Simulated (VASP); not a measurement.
# InP (Fm-3m) in VASP: a series of runs

Runs on InP. Level: LDA. Tasks: electric field gradients.

All numbers are computed with VASP 6.6.1; they aren't measurements. Logs are shortened: lines on timing, memory, paths and dates and some standing lists are left out, and cuts for length are marked.

**1. The cell of the first run**

Symmetry: Fm-3m, No. 225, cubic system. Conventional cell: a = 5.729 Å, b = 5.729 Å, c = 5.729 Å, α = 90.00°, β = 90.00°, γ = 90.00°. Within 3.8 Å of In (site symmetry m-3m) lie 6 P at 2.86 Å. P (site symmetry m-3m) has 6 In at 2.86 Å within 3.8 Å.

**2. Electric field gradients, LDA (23.50 Å³/atom)**

INCAR reads:

```
PREC = Accurate ; ENCUT = 520
EDIFF = 1E-8 ; ISMEAR = -1
SIGMA = 0.05 ; LREAL = False
LASPH = True ; NELM = 100
ALGO = Normal ; ISIF = 2
LWAVE = False ; LCHARG = False
GGA = CA ; LEFG = True
NBANDS = 16
```

KPOINTS reads:

```
regular mesh
0
Gamma
  11 11 11
```

POSCAR reads:

```
InP
1.0
    0.0000000000      2.8644851195      2.8644851195
    2.8644851195      0.0000000000      2.8644851195
    2.8644851195      2.8644851195      0.0000000000
In P
1 1
Direct
    0.0000000000      0.0000000000      0.0000000000
    0.5000000000      0.5000000000      0.5000000000
```

Potentials or basis: VASP PAW LDA potentials, release 64 (In_d, P).

On the command line:

```console
cat potpaw_LDA.64/In_d/POTCAR potpaw_LDA.64/P/POTCAR > POTCAR
mpirun -np 1 vasp_std > vasp.out
```

OUTCAR:

```text
PREC = Accurate
   ENCUT = 520
   EDIFF = 1E-8
   ISMEAR = -1
   LREAL = False
   LASPH = True
   NELM = 100
   ISIF = 2
   GGA = CA

 ion  position               nearest neighbor table
   1  0.000  0.000  0.000-   2 2.86   2 2.86   2 2.86   2 2.86   2 2.86   2 2.86
   2  0.500  0.500  0.500-   1 2.86   1 2.86   1 2.86   1 2.86   1 2.86   1 2.86

  LATTYP: Found a face centered cubic cell.
 ALAT       =     5.7289702390

  Lattice vectors:

 A1 = (   0.0000000000,   2.8644851195,   2.8644851195)
 A2 = (   2.8644851195,   0.0000000000,   2.8644851195)
 A3 = (   2.8644851195,   2.8644851195,   0.0000000000)

Analysis of symmetry for initial positions (statically):
=====================================================================
 Subroutine PRICEL returns:
 Original cell was already a primitive cell.

 Routine SETGRP: Setting up the symmetry group for a
 face centered cubic supercell.

 Subroutine GETGRP returns: Found 48 space group operations
 (whereof 48 operations were pure point group operations)
 out of a pool of 48 trial point group operations.

The static configuration has the point symmetry O_h .

Analysis of symmetry for dynamics (positions and initial velocities):
=====================================================================
 Subroutine PRICEL returns:
 Original cell was already a primitive cell.

 Routine SETGRP: Setting up the symmetry group for a
 face centered cubic supercell.

 Subroutine GETGRP returns: Found 48 space group operations
 (whereof 48 operations were pure point group operations)
 out of a pool of 48 trial point group operations.

The dynamic configuration has the point symmetry O_h .

 Subroutine INISYM returns: Found 48 space group operations
 (whereof 48 operations are pure point group operations),
 and found     1 'primitive' translations

----------------------------------------------------------------------------------------

                                     Primitive cell

  volume of cell :      47.0078

  direct lattice vectors                    reciprocal lattice vectors
     0.000000000  2.864485119  2.864485119    -0.174551439  0.174551439  0.174551439
     2.864485119  0.000000000  2.864485119     0.174551439 -0.174551439  0.174551439
     2.864485119  2.864485119  0.000000000     0.174551439  0.174551439 -0.174551439

  length of vectors
     4.050993705  4.050993705  4.050993705     0.302331961  0.302331961  0.302331961

  position of ions in fractional coordinates (direct lattice)
     0.000000000  0.000000000  0.000000000
     0.500000000  0.500000000  0.500000000

  ion indices of the primitive-cell ions
   primitive index   ion index
                 1           1
                 2           2

----------------------------------------------------------------------------------------

 KPOINTS: regular mesh

Automatic generation of k-mesh.
 Grid dimensions read from file:
 generate k-points for:   11   11   11

 Generating k-lattice:

  Cartesian coordinates                     Fractional coordinates (reciprocal lattice)
    -0.015868313  0.015868313  0.015868313     0.090909091  0.000000000  0.000000000
     0.015868313 -0.015868313  0.015868313     0.000000000  0.090909091  0.000000000
     0.015868313  0.015868313 -0.015868313     0.000000000  0.000000000  0.090909091

  Length of vectors
     0.027484724  0.027484724  0.027484724

  Shift w.r.t. Gamma in fractional coordinates (k-lattice)
     0.000000000  0.000000000  0.000000000

 Subroutine IBZKPT returns following result:
 ===========================================

 Found     56 irreducible k-points:

 Following reciprocal coordinates:
            Coordinates               Weight
  0.000000  0.000000  0.000000      1.000000
  0.090909  0.000000  0.000000      8.000000
  0.181818  0.000000  0.000000      8.000000
  0.272727  0.000000  0.000000      8.000000
  0.363636  0.000000  0.000000      8.000000
  0.454545  0.000000  0.000000      8.000000
[... 16 lines left out ...]
 -0.272727  0.181818  0.000000     24.000000
 -0.181818  0.181818  0.000000     12.000000
 [... further k-points ...]
   k-points           NKPTS =     56   k-points in BZ     NKDIM =     56   number of bands    NBANDS=     16
   number of dos      NEDOS =    301   number of ions     NIONS =      2
   total plane-waves  NPLWV =  27000
   dimension x,y,z NGX =    30 NGY =   30 NGZ =   30
   dimension x,y,z NGXF=    60 NGYF=   60 NGZF=   60
   ions per type =               1   1
   NGX,Y,Z   is equivalent  to a cutoff of  12.31, 12.31, 12.31 a.u.
   NGXF,Y,Z  is equivalent  to a cutoff of  24.62, 24.62, 24.62 a.u.
 SYSTEM =  unknown system
   PREC   = accura    normal or accurate (medium, high low for compatibility)
   ISTART =      0    job   : 0-new  1-cont  2-samecut
   ICHARG =      2    charge: 1-file 2-atom 10-const
   ISPIN  =      1    spin polarized calculation?
   LNONCOLLINEAR =      F non collinear calculations
   LSORBIT =      F    spin-orbit coupling
   LASPH  =      T    aspherical Exc in radial PAW
   ENCUT  =  520.0 eV  38.22 Ry    6.18 a.u.   7.53  7.53  7.53*2*pi/ulx,y,z
   NELM   =    100;   NELMIN=  2; NELMDL= -5     # of ELM steps
   EDIFF  = 0.1E-07   stopping-criterion for ELM
   LREAL  =      F    real-space projection
   EDIFFG = 0.1E-06   stopping-criterion for IOM
   NSW    =      0    number of steps for IOM
   IBRION =     -1    ionic relax: 0-MD 1-quasi-New 2-CG
   NFREE  =      0    steps in history (QN), initial steepest desc. (CG)
   ISIF   =      2    stress and relaxation
   ISYM   =      2    0-nonsym 1-usesym 2-fastsym
   POTIM  = 0.5000    time-step for ionic-motion
   TEBEG  =    0.0;   TEEND  =   0.0 temperature during run
   PSTRESS=    0.0 pullay stress
   NELECT =      18.0000    total number of electrons
   NUPDOWN=      -1.0000    fix difference up-down
   EMIN   =  10.00;   EMAX   =-10.00  energy-range for DOS
   EFERMI =   0.00;   METHOD = LEGACY
   ISMEAR =    -1;   SIGMA  =   0.05  broadening in eV -4-tet -1-fermi 0-gaus
   EFERMI_NEDOS =   21; number of points for ismear=-14 and -15
   IALGO  =     38    algorithm
   IMIX   =      4    mixing-type and parameters
     AMIX     =   0.40;   BMIX     =  1.00
     AMIX_MAG =   1.60;   BMIX_MAG =  1.00
  volume/ion in A,a.u.               =      23.50       158.61
  Fermi-wavevector in a.u.,A,eV,Ry     =   1.188801  2.246508 19.228398  1.413247
  Thomas-Fermi vector in A             =   2.324922
   LORBIT       =      0    0 simple, 1 ext, 2 COOP (PROOUT), +10 PAW based schemes
   GGA     = CA    functional components
   LHFCALC =     F    Hartree Fock is set to
   AEXX    =    0.0000 exact exchange contribution
   IVDW    =     0    specifies the selected vdW correction
   LEPSILON=     F    determine dielectric tensor
   LRPA    =     F    only Hartree local field effects (RPA)
 non-spin polarized calculation
  energy-cutoff  :      520.00
  volume of cell :       47.01
 maximum number of plane-waves:      1295
 NGX is ok and might be reduce to    30
   NGX = 15   NGY = 15   NGZ = 15

 number of electron      17.9999996 magnetization

 Free energy of the ion-electron system (eV)
  ---------------------------------------------------
  ext. energy  EPLUGINS =         0.00000000
  ---------------------------------------------------
  free energy    TOTEN  =        -9.06320767 eV

  energy without entropy =       -9.05530765  energy(sigma->0) =       -9.05925766

 E-fermi :   5.6307     XC(G=0): -10.1847

 val. band max:        5.6166288895   @ k =  -0.4545   0.0909   0.0000
 cond. band min:       5.6634755262   @ k =  -0.0909   0.0909   0.0000
 fundamental gap:      0.0468466367
 Fermi energy:         5.6306864290

 k-point     1 :       0.0000    0.0000    0.0000
  band No.  band energies     occupation
      1      -8.3883      2.00000
      2      -8.3883      2.00000
      3      -8.3700      2.00000
      4      -8.3700      2.00000
      5      -8.3700      2.00000
      6      -5.6455      2.00000
[... 8 lines left out ...]
     15      13.3468      0.00000
     16      13.3468      0.00000

 k-point     2 :       0.0909    0.0000    0.0000
  band No.  band energies     occupation
      1      -8.3908      2.00000
      2      -8.3908      2.00000
      3      -8.3700      2.00000
      4      -8.3662      2.00000
      5      -8.3662      2.00000
      6      -5.5539      2.00000
[... 8 lines left out ...]
     15      13.1648      0.00000
     16      13.5041      0.00000

 k-point     3 :       0.1818    0.0000    0.0000
  band No.  band energies     occupation
      1      -8.3993      2.00000
      2      -8.3993      2.00000
      3      -8.3701      2.00000
      4      -8.3542      2.00000
      5      -8.3542      2.00000
      6      -5.2849      2.00000
[... 8 lines left out ...]
     15      13.6320      0.00000
     16      13.6320      0.00000

 k-point     4 :       0.2727    0.0000    0.0000
  band No.  band energies     occupation
      1      -8.4114      2.00000
      2      -8.4114      2.00000
      3      -8.3711      2.00000
      4      -8.3374      2.00000
      5      -8.3374      2.00000
      6      -4.8617      2.00000
[... 8 lines left out ...]
     15      14.4520      0.00000
     16      14.4520      0.00000

 k-point     5 :       0.3636    0.0000    0.0000
  band No.  band energies     occupation
      1      -8.4228      2.00000
      2      -8.4228      2.00000
      3      -8.3725      2.00000
      4      -8.3217      2.00000
      5      -8.3217      2.00000
      6      -4.3504      2.00000
[... 8 lines left out ...]
     15      15.5051      0.00000
     16      15.5051      0.00000

 k-point     6 :       0.4545    0.0000    0.0000
  band No.  band energies     occupation
      1      -8.4295      2.00000
      2      -8.4295      2.00000
      3      -8.3735      2.00000
      4      -8.3122      2.00000
      5      -8.3122      2.00000
      6      -3.9327      2.00000
[... 8 lines left out ...]
     15      16.5312      0.00000
     16      16.5312      0.00000
[... 267 lines left out ...]
 k-point    21 :      -0.4545    0.1818    0.0000
  band No.  band energies     occupation
      1      -8.4740      2.00000
      2      -8.4109      2.00000
      3      -8.3637      2.00000
      4      -8.3269      2.00000
      5      -8.3077      2.00000
      6      -3.5815      2.00000
[... 8 lines left out ...]
     15      16.5610      0.00000
     16      16.9704      0.00000

 k-point    22 :      -0.3636    0.1818    0.0000
  band No.  band energies     occupation
      1      -8.4595      2.00000
      2      -8.4167      2.00000
      3      -8.3595      2.00000
      4      -8.3281      2.00000
      5      -8.3167      2.00000
      6      -3.7505      2.00000
[... 8 lines left out ...]
     15      15.3546      0.00000
     16      16.5796      0.00000

 k-point    23 :      -0.2727    0.1818    0.0000
  band No.  band energies     occupation
      1      -8.4388      2.00000
      2      -8.4174      2.00000
      3      -8.3617      2.00000
      4      -8.3306      2.00000
      5      -8.3295      2.00000
      6      -4.2170      2.00000
[... 8 lines left out ...]
     15      15.3302      0.00000
     16      17.4916      0.00000

 k-point    24 :      -0.1818    0.1818    0.0000
  band No.  band energies     occupation
      1      -8.4178      2.00000
      2      -8.4140      2.00000
      3      -8.3670      2.00000
      4      -8.3439      2.00000
      5      -8.3335      2.00000
      6      -4.7033      2.00000
[... 8 lines left out ...]
     15      15.1210      0.00000
     16      16.3593      0.00000

 [... further k-points ...]
[... 5 lines left out ...]
  --------------------------------------------------------------------------------------
  -------------------------------------------------------------------------------------
  Total       -2.9387133     -2.9387133     -2.9387133      0.0000000      0.0000000     -0.0000000
  in kB     -100.1608708   -100.1608708   -100.1608708      0.0000000      0.0000000     -0.0000000
  external PRESSURE =    -100.1608708 kB  Pullay stress =       0.0000000 kB

 VOLUME and BASIS-vectors are now :
 -----------------------------------------------------------------------------
  energy-cutoff  :      520.00
  volume of cell :       47.01
      direct lattice vectors                 reciprocal lattice vectors
     0.000000000  2.864485119  2.864485119    -0.174551439  0.174551439  0.174551439
     2.864485119  0.000000000  2.864485119     0.174551439 -0.174551439  0.174551439
     2.864485119  2.864485119  0.000000000     0.174551439  0.174551439 -0.174551439

 POSITION                                       TOTAL-FORCE (eV/Angst)
 -----------------------------------------------------------------------------------
      0.00000      0.00000      0.00000        -0.000000     -0.000000     -0.000000
      2.86449      2.86449      2.86449         0.000000      0.000000      0.000000
 -----------------------------------------------------------------------------------
    total drift:                               -0.000000      0.000000      0.000000

  FREE ENERGIE OF THE ION-ELECTRON SYSTEM (eV)
  ---------------------------------------------------
  free  energy   TOTEN  =        -9.0632076691 eV

  energy  without entropy=       -9.0553076472  energy(sigma->0) =       -9.05925766

 Electric field gradients (V/A^2)
---------------------------------------------------------------------
 ion       V_xx      V_yy      V_zz      V_xy      V_xz      V_yz
---------------------------------------------------------------------
   1       0.000    -0.000    -0.000    -0.001    -0.001    -0.001
   2      -0.000     0.000    -0.000    -0.000    -0.000    -0.000
---------------------------------------------------------------------

 Electric field gradients after diagonalization (V/A^2)
 (convention: |V_zz| > |V_xx| > |V_yy|)
----------------------------------------------------------------------
 ion       V_xx      V_yy      V_zz     asymmetry (V_yy - V_xx)/ V_zz
----------------------------------------------------------------------
   1       0.001     0.001    -0.003       0.000
   2       0.000     0.000    -0.000       0.000
----------------------------------------------------------------------

           NMR quadrupolar parameters

 Cq : quadrupolar parameter    Cq=e*Q*V_zz/h
 eta: asymmetry parameters     (V_yy - V_xx)/ V_zz
 Q  : nuclear electric quadrupole moment in mb (millibarn)
----------------------------------------------------------------------
 ion       Cq(MHz)       eta       Q (mb)
----------------------------------------------------------------------
   1      -0.000       0.000       1.000
   2      -0.000       0.000       1.000
----------------------------------------------------------------------
```

It took 45 s on 1 thread of Intel Xeon 8259CL, shared host; peak memory 0.17 GiB.

Results:

```
Free energy                             : -9.0632 eV
Pressure                                : -10.0 GPa
Band gap on the k mesh                  : zero (bands 9 and 10 overlap by 2.30 eV)
Largest electric field gradient by atom : zero within the noise of the run
```

Caveat: the cell stands under tension; spin-orbit coupling is left out, which moves the levels of the heavy elements.

(Part 1 of 3 ends here.)
